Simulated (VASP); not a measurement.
# Li2Al (Cmcm) in VASP: notebook, part 2 of 2

VASP 6.6.1. The steps go on from the part before.

## 5. Single point, LDA

This run uses another cell than the first one, of 17.02 Å³/atom, 1.095 times its volume.

INCAR

```
PREC     = Accurate       # precision mode
ENCUT    = 520            # plane-wave cutoff, eV
EDIFF    = 1E-6           # SCF threshold, eV
ISMEAR   = 1              # smearing method
SIGMA    = 0.05           # smearing width, eV
LREAL    = F              # projectors in reciprocal space
LASPH    = T              # aspherical terms in the spheres
NELM     = 80             # most SCF steps
ALGO     = Normal         # electronic algorithm
ISIF     = 2              # what is computed and relaxed
LWAVE    = F              # write WAVECAR
LCHARG   = F              # write CHGCAR
GGA      = CA             # functional
NBANDS   = 18             # bands
```

KPOINTS

```
regular mesh
0
Gamma
  6 6 5
```

POSCAR

```
Li2Al
1.0
    2.3224561829     -4.8968425569      0.0000000000
    2.3224561829      4.8968425569      0.0000000000
    0.0000000000      0.0000000000      4.4892049629
Li Al
4 2
Direct
    0.2413930000      0.7586070000      0.2500000000
    0.7586070000      0.2413930000      0.7500000000
    0.5898620000      0.4101380000      0.2500000000
    0.4101380000      0.5898620000      0.7500000000
    0.9250180000      0.0749820000      0.2500000000
    0.0749820000      0.9250180000      0.7500000000
```

Potentials or basis: VASP PAW LDA potentials, release 64 (Li_sv, Al).

Launch:

```bash
cat potpaw_LDA.64/Li_sv/POTCAR potpaw_LDA.64/Al/POTCAR > POTCAR
mpirun -np 1 vasp_std > vasp.out
```

OUTCAR:

```text
PREC = Accurate
   ENCUT = 520
   EDIFF = 1E-6
   ISMEAR = 1
   LREAL = F
   LASPH = T
   NELM = 80
   ISIF = 2
   GGA = CA

 ion  position               nearest neighbor table
   1  0.241  0.759  0.250-   6 2.77   6 2.77   5 2.94   5 2.94
   2  0.759  0.241  0.750-   5 2.77   5 2.77   6 2.94   6 2.94
   3  0.590  0.410  0.250-   5 2.83   5 2.83
   4  0.410  0.590  0.750-   6 2.83   6 2.83
   5  0.925  0.075  0.250-   6 2.68   6 2.68   2 2.77   2 2.77   3 2.83   3 2.83   1 2.94   1 2.94

   6  0.075  0.925  0.750-   5 2.68   5 2.68   1 2.77   1 2.77   4 2.83   4 2.83   2 2.94   2 2.94

  LATTYP: Found a base centered orthorhombic cell.
[... 712 lines left out ...]
  -------------------------------------------------------------------------------------
  Total       -1.9652242     -1.7333027     -2.1784562      0.0000000      0.0000000      0.0000000
  in kB      -30.8361101    -27.1970567    -34.1819094      0.0000000      0.0000000      0.0000000
  external PRESSURE =     -30.7383587 kB  Pullay stress =       0.0000000 kB

 VOLUME and BASIS-vectors are now :
 -----------------------------------------------------------------------------
  energy-cutoff  :      520.00
  volume of cell :      102.11
      direct lattice vectors                 reciprocal lattice vectors
     2.322456183 -4.896842557  0.000000000     0.215289315 -0.102106611  0.000000000
     2.322456183  4.896842557  0.000000000     0.215289315  0.102106611  0.000000000
     0.000000000  0.000000000  4.489204963     0.000000000  0.000000000  0.222756592

 POSITION                                       TOTAL-FORCE (eV/Angst)
 -----------------------------------------------------------------------------------
      2.32246      2.53272      1.12230         0.000000      0.022824      0.000000
      2.32246     -2.53272      3.36690         0.000000     -0.022824     -0.000000
      2.32246     -0.88008      1.12230         0.000000      0.014161      0.000000
      2.32246      0.88008      3.36690         0.000000     -0.014161      0.000000
      2.32246     -4.16249      1.12230         0.000000      0.053968      0.000000
      2.32246      4.16249      3.36690         0.000000     -0.053968      0.000000
 -----------------------------------------------------------------------------------
    total drift:                               -0.000000     -0.000000      0.000000

  FREE ENERGIE OF THE ION-ELECTRON SYSTEM (eV)
  ---------------------------------------------------
  free  energy   TOTEN  =       -17.5916811866 eV

  energy  without entropy=      -17.5913711367  energy(sigma->0) =      -17.59157784
```

OSZICAR:

```text
N       E                     dE             d eps       ncg     rms          rms(c)
DAV:   1     0.639792676421E+02    0.63979E+02   -0.76569E+03  1404   0.954E+02
DAV:   2    -0.277181776214E+01   -0.66751E+02   -0.63750E+02  1676   0.221E+02
DAV:   3    -0.170722997788E+02   -0.14300E+02   -0.14123E+02  2616   0.485E+01
DAV:   4    -0.176437024741E+02   -0.57140E+00   -0.56980E+00  1948   0.170E+01
DAV:   5    -0.176758707363E+02   -0.32168E-01   -0.32163E-01  2248   0.283E+00    0.206E+00
DAV:   6    -0.176215311920E+02    0.54340E-01   -0.17041E-02  1966   0.783E-01    0.118E+00
DAV:   7    -0.175915581504E+02    0.29973E-01   -0.26871E-02  1910   0.783E-01    0.187E-01
DAV:   8    -0.175916908393E+02   -0.13269E-03   -0.56826E-03  2150   0.434E-01    0.707E-02
DAV:   9    -0.175916929787E+02   -0.21393E-05   -0.10088E-04  1928   0.668E-02    0.505E-02
DAV:  10    -0.175916813656E+02    0.11613E-04   -0.25555E-05  2464   0.253E-02    0.120E-02
DAV:  11    -0.175916811866E+02    0.17895E-06   -0.19798E-06  1582   0.111E-02
   1 F= -.17591681E+02 E0= -.17591578E+02  d E =-.310050E-03
```

It took 48 s on 1 thread of Intel Xeon 6975P-C, shared host; peak memory 0.21 GiB.

Results:

```
Free energy            : -17.5917 eV
Largest force          : 0.054 eV/Å
Band gap on the k mesh : zero (band 9 reaches 4.18 eV, above the bottom of band 10 at 1.86 eV)
```

Forces on the atoms (eV/Å):
```
Li   0.000  0.023  0.000
Li   0.000 -0.023  0.000
Li   0.000  0.014  0.000
Li   0.000 -0.014  0.000
Al   0.000  0.054  0.000
Al   0.000 -0.054  0.000
```

Caveat: the cutoff is under 1.25 times the usual one of these potentials, so pressure, stress and relaxed cells hold a basis-set (Pulay) error.

## 6. Single point, LDA

This run uses another cell than the first one, of 17.51 Å³/atom, 1.126 times its volume.

INCAR

```
SYSTEM = Li2Al
  ALGO = Normal
  EDIFF = 1E-7
  ENCUT = 520
  ISIF = 2
  ISMEAR = 1
  LASPH = .TRUE.
  LCHARG = .TRUE.
  LELF = .TRUE.
  LREAL = .FALSE.
  LVHAR = .TRUE.
  LWAVE = .FALSE.
  NBANDS = 18
  NELM = 80
  PREC = Accurate
  SIGMA = 0.05
```

KPOINTS

```
k-points
0
G
  6 6 5
  0 0 0
```

POSCAR: that of step 5 with these lines changed.

```diff
@@ -2,5 +2,5 @@
 1.0
-    2.3224561829     -4.8968425569      0.0000000000
-    2.3224561829      4.8968425569      0.0000000000
-    0.0000000000      0.0000000000      4.4892049629
+    2.3445761446     -4.9434819597      0.0000000000
+    2.3445761446      4.9434819597      0.0000000000
+    0.0000000000      0.0000000000      4.5319618692
 Li Al
```

Potentials or basis: VASP PAW LDA potentials, release 64 (Li_sv, Al).

Launch:

```bash
cat potpaw_LDA.64/Li_sv/POTCAR potpaw_LDA.64/Al/POTCAR > POTCAR
mpirun -np 1 vasp_std > vasp.out
```

Wall time 69 s (1 thread of Intel Xeon 6975P-C, shared host); peak memory 0.22 GiB.

Results (log left out):

- Free energy: -17.5299 eV
- Largest force: 0.033 eV/Å
- Band gap on the k mesh: zero (band 9 reaches 3.99 eV, above the bottom of band 10 at 1.74 eV)

Forces in eV/Å, atoms in the order of the input:
```
Li   0.000  0.033  0.000
Li   0.000 -0.033  0.000
Li   0.000  0.026  0.000
Li   0.000 -0.026  0.000
Al   0.000  0.006  0.000
Al   0.000 -0.006  0.000
```

Levels at points of the mesh, in eV from the Fermi level:
```
           k point  band 6  band 7  band 8  band 9  band 10  band 11  band 12  band 13
(0.00, 0.00, 0.00)   -1.98   -1.15   -0.83   -0.25     0.86     1.30     2.07     2.74
(0.50, 0.00, 0.00)   -3.42   -2.08   -1.14   -0.07     1.41     1.90     2.15     3.59
(0.50, 0.50, 0.00)   -4.20   -1.24   -0.33    1.14     1.31     1.63     2.16     4.24
```

Caveat: the cutoff is under 1.25 times the usual one of these potentials, so pressure, stress and relaxed cells hold a basis-set (Pulay) error.

## 7. Overview

| cell | gap on the mesh (eV) | largest force (eV/Å) |
| --- | --- | --- |
| a = 5.259, b = 5.259, c = 4.356 Å, angles 90.0, 90.0, 129.3°, 6 atoms | none | 0.25 |
| a = 5.313, b = 5.313, c = 4.401 Å, angles 90.0, 90.0, 129.3°, 6 atoms | none | 0.17 |
| a = 5.367, b = 5.367, c = 4.446 Å, angles 90.0, 90.0, 129.3°, 6 atoms | none | 0.11 |
| a = 5.420, b = 5.420, c = 4.489 Å, angles 90.0, 90.0, 129.3°, 6 atoms | none | 0.05 |
| a = 5.471, b = 5.471, c = 4.532 Å, angles 90.0, 90.0, 129.3°, 6 atoms | none | 0.03 |

Alike in all rows: task single point; level LDA; potentials or basis VASP PAW LDA potentials, release 64 (Li_sv, Al); no spin polarisation; k mesh 6 × 6 × 5; cutoff (eV) 520; smearing methfessel-paxton 0.05 eV.

Caveats: the cutoff is under 1.25 times the usual one of these potentials, so pressure, stress and relaxed cells hold a basis-set (Pulay) error.

Total energies depend on the potentials used, so only differences within one code and one set of settings carry meaning.
